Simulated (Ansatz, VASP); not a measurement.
# TaN: VASP beside Ansatz

Contents of POSCAR:

```
TaN
1.0
    5.1850002000      0.0000000000      0.0000000000
   -2.5925001000      4.4903418900      0.0000000000
    0.0000000000      0.0000000000      2.9080005300
Ta N
3 3
Direct
    0.0000000000      0.0000000000      0.0000000000
    0.3333333333      0.6666666667      0.5000000000
    0.6666666667      0.3333333333      0.5000000000
    0.5000000000      0.0000000000      0.0000000000
    0.5000000000      0.5000000000      0.0000000000
    0.0000000000      0.5000000000      0.0000000000
```

File INCAR.step1:

```
ALGO     = Normal         # electronic algorithm
EDIFF    = 1E-4           # SCF threshold, eV
ENCUT    = 520            # plane-wave cutoff, eV
GGA      = PE             # functional
ISMEAR   = 0              # smearing method
ISPIN    = 2              # spin polarisation
LASPH    = T              # aspherical terms in the spheres
LCHARG   = F              # write CHGCAR
LDAU     = T              # DFT+U
LDAUJ    = 0.9 0        
LDAUL    = 2 -1           # shell
LDAUTYPE = 1            
LDAUU    = 4 0            # U, eV
LMAXMIX  = 4              # l up to which the mixer works
LREAL    = F              # projectors in reciprocal space
LWAVE    = T              # write WAVECAR
MAGMOM   = 2 2 2 0 0 0    # initial moments
NBANDS   = 37             # bands
NELM     = 150            # most SCF steps
PREC     = Accurate       # precision mode
SIGMA    = 0.05           # smearing width, eV
```

The input INCAR.step2:

```
ALGO     = Normal         # electronic algorithm
EDIFF    = 1E-6           # SCF threshold, eV
ENCUT    = 520            # plane-wave cutoff, eV
ISIF     = 2              # what is computed and relaxed
ISMEAR   = 0              # smearing method
ISPIN    = 2              # spin polarisation
ISTART   = 1            
LASPH    = T              # aspherical terms in the spheres
LCHARG   = T              # write CHGCAR
LDAU     = T              # DFT+U
LDAUJ    = 0.9 0        
LDAUL    = 2 -1           # shell
LDAUPRINT= 1            
LDAUTYPE = 1            
LDAUU    = 4 0            # U, eV
LELF     = T              # ELF
LMAXMIX  = 4              # l up to which the mixer works
LMIXTAU  = T            
LORBIT   = 11             # projections on sites
LREAL    = F              # projectors in reciprocal space
LVHAR    = T            
LWAVE    = F              # write WAVECAR
MAGMOM   = 2 2 2 0 0 0    # initial moments
METAGGA  = R2SCAN         # meta-GGA
NBANDS   = 37             # bands
NELM     = 150            # most SCF steps
PREC     = Accurate       # precision mode
SIGMA    = 0.05           # smearing width, eV
```

Contents of KPOINTS:

```
k-points
0
Gamma
  4 4 7
```

Input for Ansatz:

```yaml
crystal:
  lattice:
    - [5.1850002, 0.0, 0.0]
    - [-2.5925001, 4.49034189, 0.0]
    - [0.0, 0.0, 2.90800053]
  atoms:
    - { symbol: Ta, position: [0.0, 0.0, 0.0], spin: 2.0 }
    - { symbol: Ta, position: [0.3333333333, 0.6666666667, 0.5], spin: 2.0 }
    - { symbol: Ta, position: [0.6666666667, 0.3333333333, 0.5], spin: 2.0 }
    - { symbol: "N", position: [0.5, 0.0, 0.0] }
    - { symbol: "N", position: [0.5, 0.5, 0.0] }
    - { symbol: "N", position: [0.0, 0.5, 0.0] }
basis:
  ecutwfc: 500
  ecutrho_ratio: 4
kpoints:
  mp_grid: { grid: [4, 4, 7] }
hamiltonian:
  xc: r2scan
  hubbard:
    sites:
      - { site: 0, l: d, u: 4.0, j: 0.9 }
      - { site: 1, l: d, u: 4.0, j: 0.9 }
      - { site: 2, l: d, u: 4.0, j: 0.9 }
scf:
  occupations: { method: gaussian, width: 0.05 }
  lower_state_search: "off"
  max_iter: 150
output:
  forces: true
  stress: true
  eigenvalues: true
  populations: true
  hubbard: { sites: [{ site: 0, l: d }, { site: 1, l: d }, { site: 2, l: d }] }
magnetization:
  spin_polarized: true
```

Alike in both runs: task single point; functional r2SCAN; k mesh 4 × 4 × 7; occupations gaussian, width 0.05 eV; collinear spin; Hubbard terms Ta d U = 4.0 eV, J = 0.9 eV.

```csv
,VASP,Ansatz
version,VASP 6.6.1,Ansatz 0.2.0
potentials or method,"VASP PAW PBE potentials, release 64 (Ta_pv, N), cutoff 520 eV","scalar-relativistic, plane waves, PAW"
valence electrons in the cell,48,54
```

|  | VASP | Ansatz | Ansatz less VASP |
| --- | --- | --- | --- |
| gap on the k mesh at the Fermi level (eV) | none | none | - |
| pressure (GPa) | 16.9 | 8.4 | -8.50 |
| traceless stress, the component that is largest in VASP (GPa) | 1.04 | -2.57 | -3.602 |
| net moment per atom (μB) | 0.00 | 0.00 | 0.000 |

VASP's potentials were made for PBE, not for r2SCAN. The programs project onto different local orbitals, so the same U acts differently, and such runs can settle in different states. A gap of «none» marks a metal or a gap that the smearing closes. VASP's potentials hold 48 valence electrons a cell and Ansatz's 54, so a difference there can come from the potentials and not from the codes. Ansatz's warnings: filled band counts differ across k points, seeded moment not kept, stability check not made.

Spin-orbit coupling is off throughout.
